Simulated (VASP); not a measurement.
# ZnS (Wurtzite-2H) (P6_3mc) in VASP: notebook

Runs on ZnS (Wurtzite-2H). Level: PBE. Tasks: relaxation of shape and atoms at fixed volume, relaxation of cell and atoms.

Everything below comes from runs of VASP 6.6.1. Logs are shortened: lines on timing, memory, paths and dates and some standing lists are left out, and cuts for length are marked.

## (1) The cell of the first run

It takes space group P6_3mc (No. 186, hexagonal). The conventional cell has a = 3.807 Å, b = 3.807 Å, c = 6.242 Å, α = 90.00°, β = 90.00°, γ = 120.00°. Zn (site symmetry 3m) has 4 S at 2.33 to 2.34 Å within 3.1 Å. S (site symmetry 3m) has 4 Zn at 2.33 to 2.34 Å within 3.1 Å.

## (2) Relaxation of shape and atoms at fixed volume, PBE (volume scaled by 0.97)

Contents of INCAR:

```
ALGO = Normal
EDIFF = 1E-7
EDIFFG = -0.01
ENCUT = 600
GGA = PE
IBRION = 2
ISIF = 4
ISMEAR = 0
LASPH = True
LCHARG = False
LREAL = False
LWAVE = False
NELM = 80
NSW = 50
PREC = Accurate
SIGMA = 0.02
```

Contents of KPOINTS:

```
k-points
0
Gamma
  9 9 6
```

Contents of POSCAR:

```
ZnS
1.0
    3.8066634158      0.0000000000      0.0000000000
   -1.9033317079      3.2966672217      0.0000000000
    0.0000000000      0.0000000000      6.2415970050
Zn S
2 2
Direct
    0.3333333333      0.6666666667      0.0052193967
    0.6666666667      0.3333333333      0.5052193967
    0.3333333333      0.6666666667      0.3797806033
    0.6666666667      0.3333333333      0.8797806033
```

Potentials or basis: VASP PAW PBE potentials, release 64 (Zn, S).

Command:

```
cat potpaw_PBE.64/Zn/POTCAR potpaw_PBE.64/S/POTCAR > POTCAR
mpirun -np 1 vasp_std > vasp.out
```

OUTCAR:

```text
EDIFF = 1E-7
   EDIFFG = -0.01
   ENCUT = 600
   GGA = PE
   IBRION = 2
   ISIF = 4
   ISMEAR = 0
   LASPH = True
   LREAL = False
   NELM = 80
   NSW = 50
   PREC = Accurate

 ion  position               nearest neighbor table
   1  0.333  0.667  0.005-   4 2.33   4 2.33   4 2.33   3 2.34
   2  0.667  0.333  0.505-   3 2.33   3 2.33   3 2.33   4 2.34
   3  0.333  0.667  0.380-   2 2.33   2 2.33   2 2.33   1 2.34
   4  0.667  0.333  0.880-   1 2.33   1 2.33   1 2.33   2 2.34

  LATTYP: Found a hexagonal cell.
 ALAT       =     3.8066634158
 C/A-ratio  =     1.6396503508

  Lattice vectors:

 A1 = (   3.8066634158,   0.0000000000,   0.0000000000)
 A2 = (  -1.9033317079,   3.2966672217,   0.0000000000)
 A3 = (   0.0000000000,   0.0000000000,   6.2415970050)

Analysis of symmetry for initial positions (statically):
=====================================================================
 Subroutine PRICEL returns:
 Original cell was already a primitive cell.

 Routine SETGRP: Setting up the symmetry group for a
 hexagonal supercell.

 Subroutine GETGRP returns: Found 12 space group operations
 (whereof  6 operations were pure point group operations)
 out of a pool of 24 trial point group operations.

The static configuration has the point symmetry C_3v.
 The point group associated with its full space group is C_6v.

Analysis of symmetry for dynamics (positions and initial velocities):
=====================================================================
 Subroutine PRICEL returns:
 Original cell was already a primitive cell.

 Routine SETGRP: Setting up the symmetry group for a
 hexagonal supercell.

 Subroutine GETGRP returns: Found 12 space group operations
 (whereof  6 operations were pure point group operations)
 out of a pool of 24 trial point group operations.

The dynamic configuration has the point symmetry C_3v.
 The point group associated with its full space group is C_6v.

 Subroutine INISYM returns: Found 12 space group operations
 (whereof  6 operations are pure point group operations),
 and found     1 'primitive' translations

----------------------------------------------------------------------------------------

                                     Primitive cell

  volume of cell :      78.3277

  direct lattice vectors                    reciprocal lattice vectors
     3.806663416  0.000000000  0.000000000     0.262697247  0.151668326  0.000000000
    -1.903331708  3.296667222  0.000000000     0.000000000  0.303336653  0.000000000
     0.000000000  0.000000000  6.241597005     0.000000000  0.000000000  0.160215406

  length of vectors
     3.806663416  3.806663416  6.241597005     0.303336653  0.303336653  0.160215406

  position of ions in fractional coordinates (direct lattice)
     0.333333333  0.666666667  0.005219397
     0.666666667  0.333333333  0.505219397
     0.333333333  0.666666667  0.379780603
     0.666666667  0.333333333  0.879780603

  ion indices of the primitive-cell ions
   primitive index   ion index
                 1           1
                 2           2
                 3           3
                 4           4

----------------------------------------------------------------------------------------

 KPOINTS: k-points

Automatic generation of k-mesh.
 Grid dimensions read from file:
 generate k-points for:    9    9    6

 Generating k-lattice:

  Cartesian coordinates                     Fractional coordinates (reciprocal lattice)
     0.029188583  0.016852036  0.000000000     0.111111111 -0.000000000  0.000000000
     0.000000000  0.033704073  0.000000000     0.000000000  0.111111111  0.000000000
     0.000000000  0.000000000  0.026702568     0.000000000  0.000000000  0.166666667

  Length of vectors
     0.033704073  0.033704073  0.026702568

  Shift w.r.t. Gamma in fractional coordinates (k-lattice)
     0.000000000  0.000000000  0.000000000

 Subroutine IBZKPT returns following result:
 ===========================================

 Found     48 irreducible k-points:

 Following reciprocal coordinates:
            Coordinates               Weight
  0.000000  0.000000  0.000000      1.000000
  0.111111 -0.000000  0.000000      6.000000
  0.222222 -0.000000  0.000000      6.000000
  0.333333 -0.000000  0.000000      6.000000
  0.444444 -0.000000  0.000000      6.000000
  0.111111  0.111111  0.000000      6.000000
[... 16 lines left out ...]
  0.333333  0.222222  0.166667     24.000000
  0.333333  0.333333  0.166667      4.000000
 [... further k-points ...]
   k-points           NKPTS =     48   k-points in BZ     NKDIM =     48   number of bands    NBANDS=     22
   number of dos      NEDOS =    301   number of ions     NIONS =      4
   total plane-waves  NPLWV =  45000
   dimension x,y,z NGX =    30 NGY =   30 NGZ =   50
   dimension x,y,z NGXF=    60 NGYF=   60 NGZF=  100
   ions per type =               2   2
   NGX,Y,Z   is equivalent  to a cutoff of  13.10, 13.10, 13.32 a.u.
   NGXF,Y,Z  is equivalent  to a cutoff of  26.20, 26.20, 26.64 a.u.
 SYSTEM =  unknown system
   PREC   = accura    normal or accurate (medium, high low for compatibility)
   ISTART =      0    job   : 0-new  1-cont  2-samecut
   ICHARG =      2    charge: 1-file 2-atom 10-const
   ISPIN  =      1    spin polarized calculation?
   LNONCOLLINEAR =      F non collinear calculations
   LSORBIT =      F    spin-orbit coupling
   LASPH  =      T    aspherical Exc in radial PAW
   ENCUT  =  600.0 eV  44.10 Ry    6.64 a.u.   7.60  7.60 12.47*2*pi/ulx,y,z
   NELM   =     80;   NELMIN=  2; NELMDL= -5     # of ELM steps
   EDIFF  = 0.1E-06   stopping-criterion for ELM
   LREAL  =      F    real-space projection
   EDIFFG = -.1E-01   stopping-criterion for IOM
   NSW    =     50    number of steps for IOM
   IBRION =      2    ionic relax: 0-MD 1-quasi-New 2-CG
   NFREE  =      1    steps in history (QN), initial steepest desc. (CG)
   ISIF   =      4    stress and relaxation
   ISYM   =      2    0-nonsym 1-usesym 2-fastsym
   POTIM  = 0.5000    time-step for ionic-motion
   TEBEG  =    0.0;   TEEND  =   0.0 temperature during run
   PSTRESS=    0.0 pullay stress
   NELECT =      36.0000    total number of electrons
   NUPDOWN=      -1.0000    fix difference up-down
   EMIN   =  10.00;   EMAX   =-10.00  energy-range for DOS
   EFERMI =   0.00;   METHOD = LEGACY
   ISMEAR =     0;   SIGMA  =   0.02  broadening in eV -4-tet -1-fermi 0-gaus
   EFERMI_NEDOS =   21; number of points for ismear=-14 and -15
   IALGO  =     38    algorithm
   IMIX   =      4    mixing-type and parameters
     AMIX     =   0.40;   BMIX     =  1.00
     AMIX_MAG =   1.60;   BMIX_MAG =  1.00
  volume/ion in A,a.u.               =      19.58       132.15
  Fermi-wavevector in a.u.,A,eV,Ry     =   1.263389  2.387460 21.716977  1.596153
  Thomas-Fermi vector in A             =   2.396749
   LORBIT       =      0    0 simple, 1 ext, 2 COOP (PROOUT), +10 PAW based schemes
   GGA     = PE    functional components
   LHFCALC =     F    Hartree Fock is set to
   AEXX    =    0.0000 exact exchange contribution
   IVDW    =     0    specifies the selected vdW correction
   LEPSILON=     F    determine dielectric tensor
   LRPA    =     F    only Hartree local field effects (RPA)
 conjugate gradient relaxation of ions
 non-spin polarized calculation
 Gauss-broadening in eV      SIGMA  =   0.02
  energy-cutoff  :      600.00
  volume of cell :       78.33
 maximum number of plane-waves:      2637
   NGX = 15   NGY = 15   NGZ = 25

 number of electron      36.0000005 magnetization

 Free energy of the ion-electron system (eV)
  ---------------------------------------------------
  ext. energy  EPLUGINS =         0.00000000
  ---------------------------------------------------
  free energy    TOTEN  =       -13.67457675 eV

  energy without entropy =      -13.67457675  energy(sigma->0) =      -13.67457675

 E-fermi :   2.3080     XC(G=0):  -9.6587

 val. band max:        2.1933538248   @ k =   0.0000   0.0000   0.0000
 cond. band min:       4.4132692969   @ k =   0.0000   0.0000   0.0000
 fundamental gap:      2.2199154721
 Fermi energy:         2.3079523876

 k-point     1 :       0.0000    0.0000    0.0000
  band No.  band energies     occupation
      1     -11.0234      2.00000
      2     -10.0788      2.00000
      3      -4.1797      2.00000
      4      -4.1670      2.00000
      5      -4.1670      2.00000
      6      -4.0842      2.00000
[... 14 lines left out ...]
     21       8.5014      0.00000
     22       8.5014      0.00000

 k-point     2 :       0.1111   -0.0000    0.0000
  band No.  band energies     occupation
      1     -10.9394      2.00000
      2     -10.0318      2.00000
      3      -4.1774      2.00000
      4      -4.1585      2.00000
      5      -4.1503      2.00000
      6      -4.0753      2.00000
[... 14 lines left out ...]
     21       8.1406      0.00000
     22       8.7399      0.00000

 k-point     3 :       0.2222   -0.0000    0.0000
  band No.  band energies     occupation
      1     -10.7083      2.00000
      2      -9.9158      2.00000
      3      -4.1833      2.00000
      4      -4.1244      2.00000
      5      -4.1121      2.00000
      6      -4.0326      2.00000
[... 14 lines left out ...]
     21       8.0646      0.00000
     22       8.8141      0.00000

 k-point     4 :       0.3333   -0.0000    0.0000
  band No.  band energies     occupation
      1     -10.3971      2.00000
      2      -9.8007      2.00000
      3      -4.1719      2.00000
      4      -4.0823      2.00000
      5      -4.0787      2.00000
      6      -3.9334      2.00000
[... 14 lines left out ...]
     21       7.7937      0.00000
     22       8.9429      0.00000

 k-point     5 :       0.4444   -0.0000    0.0000
  band No.  band energies     occupation
      1     -10.1359      2.00000
      2      -9.7622      2.00000
      3      -4.1589      2.00000
      4      -4.0635      2.00000
      5      -3.9893      2.00000
      6      -3.8776      2.00000
[... 417 lines left out ...]
 k-point    22 :       0.2222    0.2222    0.1667
  band No.  band energies     occupation
      1     -10.2076      2.00000
      2      -9.7955      2.00000
      3      -4.1197      2.00000
      4      -4.0799      2.00000
      5      -4.0027      2.00000
      6      -3.9583      2.00000
[... 14 lines left out ...]
     21       7.8573      0.00000
     22       8.4244      0.00000

 k-point    23 :       0.3333    0.2222    0.1667
  band No.  band energies     occupation
      1      -9.9866      2.00000
      2      -9.7790      2.00000
      3      -4.1288      2.00000
      4      -4.0304      2.00000
      5      -3.9453      2.00000
      6      -3.8729      2.00000
[... 14 lines left out ...]
     21       7.7402      0.00000
     22       8.8769      0.00000

 k-point    24 :       0.3333    0.3333    0.1667
  band No.  band energies     occupation
      1      -9.8418      2.00000
      2      -9.8418      2.00000
      3      -4.1312      2.00000
      4      -3.9729      2.00000
      5      -3.9729      2.00000
      6      -3.8536      2.00000
[... 14 lines left out ...]
     21       7.7640      0.00000
     22       9.8539      0.00000

 [... further k-points ...]
[... 5 lines left out ...]
  --------------------------------------------------------------------------------------
  -------------------------------------------------------------------------------------
  Total        1.1695783      1.1695783      1.1950457      0.0000000      0.0000000      0.0000000
  in kB       23.9234916     23.9234916     24.4444220      0.0000000      0.0000000      0.0000000
  external PRESSURE =      24.0971351 kB  Pullay stress =       0.0000000 kB

 VOLUME and BASIS-vectors are now :
 -----------------------------------------------------------------------------
  energy-cutoff  :      600.00
  volume of cell :       78.33
      direct lattice vectors                 reciprocal lattice vectors
     3.806663416  0.000000000  0.000000000     0.262697247  0.151668326  0.000000000
    -1.903331708  3.296667222  0.000000000     0.000000000  0.303336653  0.000000000
     0.000000000  0.000000000  6.241597005     0.000000000  0.000000000  0.160215406

 POSITION                                       TOTAL-FORCE (eV/Angst)
 -----------------------------------------------------------------------------------
     -0.00000      2.19778      0.03258         0.000000     -0.000000      0.007630
      1.90333      1.09889      3.15338        -0.000000      0.000000      0.007630
     -0.00000      2.19778      2.37044        -0.000000      0.000000     -0.007630
      1.90333      1.09889      5.49124         0.000000      0.000000     -0.007630
 -----------------------------------------------------------------------------------
    total drift:                               -0.000000     -0.000000      0.000330

  FREE ENERGIE OF THE ION-ELECTRON SYSTEM (eV)
  ---------------------------------------------------
  free  energy   TOTEN  =       -13.6745767530 eV

  energy  without entropy=      -13.6745767530  energy(sigma->0) =      -13.67457675

 reached required accuracy - stopping structural energy minimisation
```

Run time: 58 s. Hardware: 1 thread of AMD EPYC 9R45 (Zen 5), shared host; peak memory 0.22 GiB.

Results:

* Free energy: -13.6746 eV
* Pressure after relaxing: 2.4 GPa
* Largest force after relaxing: 0.008 eV/Å
* Band gap on the k mesh: 2.22 eV, direct

Forces in eV/Å, atoms in the order of the input:
```
Zn   0.000  0.000  0.008
Zn   0.000  0.000  0.008
S    0.000  0.000 -0.008
S    0.000  0.000 -0.008
```

Final structure:
```xyz
4
Lattice="3.8067 0.0000 0.0000 -1.9033 3.2967 0.0000 0.0000 0.0000 6.2416" Properties=species:S:1:pos:R:3 pbc="T T T"
Zn    0.0000    2.1978    0.0326
Zn    1.9033    1.0989    3.1534
S     0.0000    2.1978    2.3704
S     1.9033    1.0989    5.4912
```

Levels at points of the mesh, in eV from the valence-band top:
| k point | band 14 | band 15 | band 16 | band 17 | band 18 | band 19 | band 20 | band 21 | band 22 |
| --- | --- | --- | --- | --- | --- | --- | --- | --- | --- |
| (0.00, 0.00, 0.00) | -0.90 | -0.90 | -0.08 | 0.00 | 0.00 | 2.22 | 3.11 | 6.31 | 6.31 |
| (0.00, 0.00, 0.50) | -2.87 | -0.47 | -0.47 | -0.47 | -0.47 | 3.57 | 3.57 | 6.77 | 6.77 |

Caveat: the relaxation stopped at its first step, so nothing moved.

(Part 1 of 3 ends here.)
